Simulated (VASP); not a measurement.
Write the native input for VASP 6.6.1 that does the following.

```
Task                   : single point
Functional             : r2SCAN
Potentials or basis    : VASP PAW PBE potentials, release 64 (Sr_sv, O)
Cutoff                 : 520 eV
k mesh                 : 12 × 12 × 12
Occupations            : gaussian, width 0.05 eV
Spin                   : no spin polarisation
Dipole correction      : no
Further INCAR settings : ALGO = Normal; EDIFF = 1e-06; NBANDS = 15
```

Crystal: SrO.

```
Sr O
1.0
     0.00000    2.59751    2.59751
     2.59751    0.00000    2.59751
     2.59751    2.59751    0.00000
Sr O
1 1
Direct
  0.50000 0.50000 0.50000
  0.00000 0.00000 0.00000
```

These files were run (other wordings do the same):

POSCAR

```
SrO
1.0
    0.0000000000      2.5975128988      2.5975128988
    2.5975128988      0.0000000000      2.5975128988
    2.5975128988      2.5975128988      0.0000000000
Sr O
1 1
Direct
    0.5000000000      0.5000000000      0.5000000000
    0.0000000000      0.0000000000      0.0000000000
```

INCAR.step1

```
SYSTEM = SrO
PREC     = Accurate       ! precision mode
ENCUT    = 520            ! plane-wave cutoff, eV
ISMEAR   = 0              ! smearing method
SIGMA    = 0.05           ! smearing width, eV
LREAL    = .FALSE.        ! projectors in reciprocal space
LASPH    = .TRUE.         ! aspherical terms in the spheres
NELM     = 80             ! most SCF steps
NBANDS   = 15             ! bands
GGA      = PE             ! functional
ALGO     = Normal         ! electronic algorithm
EDIFF    = 1E-4           ! SCF threshold, eV
LWAVE    = .TRUE.         ! write WAVECAR
LCHARG   = .FALSE.        ! write CHGCAR
```

INCAR.step2

```
SYSTEM = SrO
PREC     = Accurate       ! precision mode
ENCUT    = 520            ! plane-wave cutoff, eV
EDIFF    = 1E-6           ! SCF threshold, eV
ISMEAR   = 0              ! smearing method
SIGMA    = 0.05           ! smearing width, eV
LREAL    = .FALSE.        ! projectors in reciprocal space
LASPH    = .TRUE.         ! aspherical terms in the spheres
NELM     = 80             ! most SCF steps
ALGO     = Normal         ! electronic algorithm
ISIF     = 2              ! what is computed and relaxed
LWAVE    = .FALSE.        ! write WAVECAR
LCHARG   = .FALSE.        ! write CHGCAR
METAGGA  = R2SCAN         ! meta-GGA
LMIXTAU  = .TRUE.       
NBANDS   = 15             ! bands
ISTART   = 1
```

KPOINTS

```
Automatic mesh
0
G
  12 12 12
  0 0 0
```

Potentials or basis: VASP PAW PBE potentials, release 64 (Sr_sv, O).

The run is started by

```sh
$ cat potpaw_PBE.64/Sr_sv/POTCAR potpaw_PBE.64/O/POTCAR > POTCAR
$ cp INCAR.step1 INCAR
$ mpirun -np 1 vasp_std > vasp.out
$ cp INCAR.step2 INCAR
$ mpirun -np 1 vasp_std > vasp.out
```

It gave:

```
Pressure               : -1.3 GPa
Band gap on the k mesh : 3.76 eV, indirect (least direct gap 3.86 eV)
```

Caveat: the PAW data sets were made with another functional, which shifts forces and pressure a little.

Run time: 110 s on 1 thread of AMD EPYC 9R45 96-Core Processor (Zen 5), with other jobs on the host, peak memory 0.16 GiB.
